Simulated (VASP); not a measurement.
# EuBe4 (Pm-3m) in VASP: further runs

EuBe4 is run at these levels: PBE; tasks: relaxation of cell and atoms, single point.

Program: VASP 6.6.1. These are calculated values, not measurements. Logs are shortened: lines on timing, memory, paths and dates and some standing lists are left out, and cuts for length are marked.

## Step 1: The cell of the first run

The structure is cubic, space group Pm-3m (No. 221). Conventional cell: a = 4.094 Å, b = 4.094 Å, c = 4.094 Å, α = 90.00°, β = 90.00°, γ = 90.00°. Eu (site symmetry m-3m) has 20 Be at 2.90 to 3.55 Å within 3.8 Å. Be (site symmetry 4/mmm) has 2 Be at 2.05 Å within 2.7 Å. Within 2.7 Å of Be (site symmetry m-3m) lie 6 Be at 2.05 Å.

## Step 2: Relaxation of cell and atoms, PBE, collinear spin, ferromagnetic start

The input, INCAR:

```
SYSTEM = EuBe4
ALGO = Normal
EDIFF = 1E-6
EDIFFG = -0.01
ENCUT = 600
GGA = PE
IBRION = 2
ISIF = 3
ISMEAR = 0
ISPIN = 2
LASPH = .True.
LCHARG = .False.
LMAXMIX = 6
LORBIT = 11
LREAL = .False.
LWAVE = .False.
MAGMOM = 7.23 0 0 0 0
NELM = 150
NSW = 100
PREC = Accurate
SIGMA = 0.1
```

The input, KPOINTS:

```
k-points
0
Gamma
  10 10 10
  0 0 0
```

The input, POSCAR:

```
EuBe4
1.0
    4.0944692230      0.0000000000      0.0000000000
    0.0000000000      4.0944692230      0.0000000000
    0.0000000000      0.0000000000      4.0944692230
Eu Be
1 4
Direct
    0.0000000000      0.0000000000      0.0000000000
    0.0000000000      0.5000000000      0.5000000000
    0.5000000000      0.0000000000      0.5000000000
    0.5000000000      0.5000000000      0.0000000000
    0.5000000000      0.5000000000      0.5000000000
```

Potentials or basis: VASP PAW PBE potentials, release 64 (Eu, Be).

On the command line:

```bash
> cat potpaw_PBE.64/Eu/POTCAR potpaw_PBE.64/Be/POTCAR > POTCAR
> mpirun -np 1 vasp_std > vasp.out
```

OUTCAR:

```text
SYSTEM = EuBe4
   EDIFF = 1E-6
   EDIFFG = -0.01
   ENCUT = 600
   GGA = PE
   IBRION = 2
   ISIF = 3
   ISMEAR = 0
   ISPIN = 2
   LASPH = .True.
   LORBIT = 11
   LREAL = .False.
   NELM = 150
   NSW = 100
   PREC = Accurate

 ion  position               nearest neighbor table
   1  0.000  0.000  0.000-   2 2.90   3 2.90   4 2.90   2 2.90   3 2.90   2 2.90   4 2.90   2 2.90
                             3 2.90   4 2.90   3 2.90   4 2.90
   2  0.000  0.500  0.500-   5 2.05   5 2.05   1 2.90   1 2.90   1 2.90   1 2.90
   3  0.500  0.000  0.500-   5 2.05   5 2.05   1 2.90   1 2.90   1 2.90   1 2.90
   4  0.500  0.500  0.000-   5 2.05   5 2.05   1 2.90   1 2.90   1 2.90   1 2.90
   5  0.500  0.500  0.500-   2 2.05   3 2.05   4 2.05   4 2.05   3 2.05   2 2.05

  LATTYP: Found a simple cubic cell.
 ALAT       =     4.0944692230

  Lattice vectors:

 A1 = (   4.0944692230,   0.0000000000,   0.0000000000)
 A2 = (   0.0000000000,   4.0944692230,   0.0000000000)
 A3 = (   0.0000000000,   0.0000000000,   4.0944692230)

Analysis of symmetry for initial positions (statically):
=====================================================================
 Subroutine PRICEL returns:
 Original cell was already a primitive cell.

 Routine SETGRP: Setting up the symmetry group for a
 simple cubic supercell.

 Subroutine GETGRP returns: Found 48 space group operations
 (whereof 48 operations were pure point group operations)
 out of a pool of 48 trial point group operations.

The static configuration has the point symmetry O_h .

Analysis of symmetry for dynamics (positions and initial velocities):
=====================================================================
 Subroutine PRICEL returns:
 Original cell was already a primitive cell.

 Routine SETGRP: Setting up the symmetry group for a
 simple cubic supercell.

 Subroutine GETGRP returns: Found 48 space group operations
 (whereof 48 operations were pure point group operations)
 out of a pool of 48 trial point group operations.

The dynamic configuration has the point symmetry O_h .

Analysis of structural, dynamic, and magnetic symmetry:
=====================================================================
 Subroutine PRICEL returns:
 Original cell was already a primitive cell.

 Routine SETGRP: Setting up the symmetry group for a
 simple cubic supercell.

 Subroutine GETGRP returns: Found 48 space group operations
 (whereof 48 operations were pure point group operations)
 out of a pool of 48 trial point group operations.

The overall configuration has the point symmetry O_h .

 Subroutine INISYM returns: Found 48 space group operations
 (whereof 48 operations are pure point group operations),
 and found     1 'primitive' translations

----------------------------------------------------------------------------------------

                                     Primitive cell

  volume of cell :      68.6425

  direct lattice vectors                    reciprocal lattice vectors
     4.094469223  0.000000000  0.000000000     0.244231901  0.000000000  0.000000000
     0.000000000  4.094469223  0.000000000     0.000000000  0.244231901  0.000000000
     0.000000000  0.000000000  4.094469223     0.000000000  0.000000000  0.244231901

  length of vectors
     4.094469223  4.094469223  4.094469223     0.244231901  0.244231901  0.244231901

  position of ions in fractional coordinates (direct lattice)
     0.000000000  0.000000000  0.000000000
     0.000000000  0.500000000  0.500000000
     0.500000000  0.000000000  0.500000000
     0.500000000  0.500000000  0.000000000
     0.500000000  0.500000000  0.500000000

  ion indices of the primitive-cell ions
   primitive index   ion index
                 1           1
                 2           2
                 3           3
                 4           4
[... 30 lines left out ...]
  0.000000  0.000000  0.000000      1.000000
  0.100000  0.000000  0.000000      6.000000
  0.200000  0.000000  0.000000      6.000000
  0.300000  0.000000  0.000000      6.000000
  0.400000  0.000000  0.000000      6.000000
  0.500000  0.000000  0.000000      3.000000
[... 16 lines left out ...]
  0.200000  0.100000  0.100000     24.000000
  0.300000  0.100000  0.100000     24.000000
 [... further k-points ...]
   k-points           NKPTS =     56   k-points in BZ     NKDIM =     56   number of bands    NBANDS=     20
   number of dos      NEDOS =    301   number of ions     NIONS =      5
   total plane-waves  NPLWV =  46656
   dimension x,y,z NGX =    36 NGY =   36 NGZ =   36
   dimension x,y,z NGXF=    72 NGYF=   72 NGZF=   72
   ions per type =               1   4
   NGX,Y,Z   is equivalent  to a cutoff of  14.62, 14.62, 14.62 a.u.
   NGXF,Y,Z  is equivalent  to a cutoff of  29.23, 29.23, 29.23 a.u.
 SYSTEM =  EuBe4
   PREC   = accura    normal or accurate (medium, high low for compatibility)
   ISTART =      0    job   : 0-new  1-cont  2-samecut
   ICHARG =      2    charge: 1-file 2-atom 10-const
   ISPIN  =      2    spin polarized calculation?
   LNONCOLLINEAR =      F non collinear calculations
   LSORBIT =      F    spin-orbit coupling
   LASPH  =      T    aspherical Exc in radial PAW
   ENCUT  =  600.0 eV  44.10 Ry    6.64 a.u.   8.18  8.18  8.18*2*pi/ulx,y,z
   NELM   =    150;   NELMIN=  2; NELMDL= -5     # of ELM steps
   EDIFF  = 0.1E-05   stopping-criterion for ELM
   LREAL  =      F    real-space projection
   EDIFFG = -.1E-01   stopping-criterion for IOM
   NSW    =    100    number of steps for IOM
   IBRION =      2    ionic relax: 0-MD 1-quasi-New 2-CG
   NFREE  =      1    steps in history (QN), initial steepest desc. (CG)
   ISIF   =      3    stress and relaxation
   ISYM   =      2    0-nonsym 1-usesym 2-fastsym
   POTIM  = 0.5000    time-step for ionic-motion
   TEBEG  =    0.0;   TEEND  =   0.0 temperature during run
   PSTRESS=    0.0 pullay stress
   NELECT =      25.0000    total number of electrons
   NUPDOWN=      -1.0000    fix difference up-down
   EMIN   =  10.00;   EMAX   =-10.00  energy-range for DOS
   EFERMI =   0.00;   METHOD = LEGACY
   ISMEAR =     0;   SIGMA  =   0.10  broadening in eV -4-tet -1-fermi 0-gaus
   EFERMI_NEDOS =   21; number of points for ismear=-14 and -15
   IALGO  =     38    algorithm
   IMIX   =      4    mixing-type and parameters
     AMIX     =   0.40;   BMIX     =  1.00
     AMIX_MAG =   1.60;   BMIX_MAG =  1.00
  volume/ion in A,a.u.               =      13.73        92.64
  Fermi-wavevector in a.u.,A,eV,Ry     =   1.169115  2.209307 18.596849  1.366830
  Thomas-Fermi vector in A             =   2.305592
   LORBIT       =     11    0 simple, 1 ext, 2 COOP (PROOUT), +10 PAW based schemes
   GGA     = PE    functional components
   LHFCALC =     F    Hartree Fock is set to
   AEXX    =    0.0000 exact exchange contribution
   IVDW    =     0    specifies the selected vdW correction
   LEPSILON=     F    determine dielectric tensor
   LRPA    =     F    only Hartree local field effects (RPA)
 conjugate gradient relaxation of ions
 spin polarized calculation
 Gauss-broadening in eV      SIGMA  =   0.10
  energy-cutoff  :      600.00
  volume of cell :       68.64
 maximum number of plane-waves:      2320
 NGX is ok and might be reduce to    36
   NGX = 17   NGY = 17   NGZ = 17

 number of electron      25.0000002 magnetization       7.1742930

 Free energy of the ion-electron system (eV)
  ---------------------------------------------------
  ext. energy  EPLUGINS =         0.00000000
  ---------------------------------------------------
  free energy    TOTEN  =       -24.93053844 eV

  energy without entropy =      -24.90936819  energy(sigma->0) =      -24.91995332

 E-fermi :   3.9173     XC(G=0): -10.1409

 val. band max:        3.9163279555   @ k =   0.2000   0.1000   0.1000
 cond. band min:       3.9226374565   @ k =   0.3000   0.1000   0.1000
 fundamental gap:      0.0063095010
 Fermi energy:         3.9172530627

 spin component 1

 k-point     1 :       0.0000    0.0000    0.0000
  band No.  band energies     occupation
      1     -36.9087      1.00000
      2     -15.5950      1.00000
      3     -15.5950      1.00000
      4     -15.5950      1.00000
      5      -3.9604      1.00000
      6       1.9264      1.00000
[... 541 lines left out ...]
     19       6.4482      0.00000
     20       7.5309      0.00000

 [... further k-points ...]

 spin component 2

 k-point     1 :       0.0000    0.0000    0.0000
  band No.  band energies     occupation
      1     -33.8949      1.00000
      2     -13.4136      1.00000
      3     -13.4136      1.00000
      4     -13.4136      1.00000
      5      -3.7227      1.00000
      6       2.1194      1.00000
[... 541 lines left out ...]
     19       8.5906      0.00000
     20       8.6358      0.00000

 [... further k-points ...]

------------------------ aborting loop because EDIFF is reached ----------------------------------------

  FORCE on cell =-STRESS in cart. coord.  units (eV):
  Direction    XX          YY          ZZ          XY          YZ          ZX
  --------------------------------------------------------------------------------------
  -------------------------------------------------------------------------------------
  Total       -0.0142261     -0.0142261     -0.0142261      0.0000000      0.0000000      0.0000000
  in kB       -0.3320496     -0.3320496     -0.3320496      0.0000000      0.0000000      0.0000000
  external PRESSURE =      -0.3320496 kB  Pullay stress =       0.0000000 kB

 VOLUME and BASIS-vectors are now :
 -----------------------------------------------------------------------------
  energy-cutoff  :      600.00
  volume of cell :       68.64
      direct lattice vectors                 reciprocal lattice vectors
     4.094469223  0.000000000  0.000000000     0.244231901  0.000000000  0.000000000
     0.000000000  4.094469223  0.000000000     0.000000000  0.244231901  0.000000000
     0.000000000  0.000000000  4.094469223     0.000000000  0.000000000  0.244231901

 POSITION                                       TOTAL-FORCE (eV/Angst)
 -----------------------------------------------------------------------------------
      0.00000      0.00000      0.00000         0.000000      0.000000      0.000000
      0.00000      2.04723      2.04723         0.000000      0.000000      0.000000
      2.04723      0.00000      2.04723         0.000000      0.000000      0.000000
      2.04723      2.04723      0.00000         0.000000      0.000000      0.000000
      2.04723      2.04723      2.04723         0.000000      0.000000      0.000000
 -----------------------------------------------------------------------------------
    total drift:                                0.000000     -0.000000     -0.000000

  FREE ENERGIE OF THE ION-ELECTRON SYSTEM (eV)
  ---------------------------------------------------
  free  energy   TOTEN  =       -24.9305384443 eV

  energy  without entropy=      -24.9093681929  energy(sigma->0) =      -24.91995332

 reached required accuracy - stopping structural energy minimisation

 total charge

# of ion       s       p       d       f       tot
--------------------------------------------------
    1        2.049   5.738   0.547   6.448  14.782
    2        0.432   0.523   0.000   0.000   0.955
    3        0.432   0.523   0.000   0.000   0.955
    4        0.432   0.523   0.000   0.000   0.955
    5        0.445   0.810   0.000   0.000   1.255
--------------------------------------------------
tot          3.788   8.118   0.547   6.448  18.901

 magnetization (x)

# of ion       s       p       d       f       tot
--------------------------------------------------
    1       -0.009  -0.087   0.153   6.424   6.481
    2        0.003   0.037   0.000   0.000   0.040
    3        0.003   0.037   0.000   0.000   0.040
    4        0.003   0.037   0.000   0.000   0.040
    5       -0.012  -0.049   0.000   0.000  -0.061
--------------------------------------------------
tot         -0.013  -0.025   0.153   6.424   6.540
```

Wall time 9.4 min (1 thread of Intel Xeon Platinum 8259CL at 2.50GHz (Skylake/Cascade Lake), shared host); peak memory 0.37 GiB.

What came out:

* Free energy: -24.9305 eV
* Pressure after relaxing: 0.0 GPa
* Net moment: 7.17 μB per cell
* Site moments: Eu +6.48; Be +0.04, -0.06 μB
* Valence electrons inside the program's atomic spheres: Eu 14.78; Be 0.95, 1.25

Final structure:
```
CELL_PARAMETERS angstrom
4.09447 0.00000 0.00000
0.00000 4.09447 0.00000
0.00000 0.00000 4.09447
ATOMIC_POSITIONS crystal
Eu 0.00000 0.00000 0.00000
Be 0.00000 0.50000 0.50000
Be 0.50000 0.00000 0.50000
Be 0.50000 0.50000 0.00000
Be 0.50000 0.50000 0.50000
```

Caveat: the relaxation stopped at its first step, so nothing moved; spin-orbit coupling is left out, which moves the levels of the heavy elements; without U or exact exchange the open f shell lies at the Fermi level, which spoils levels, moments and volumes. The state reached can hang on the start; a lower one may exist.

(Continued in part 2 of 2.)
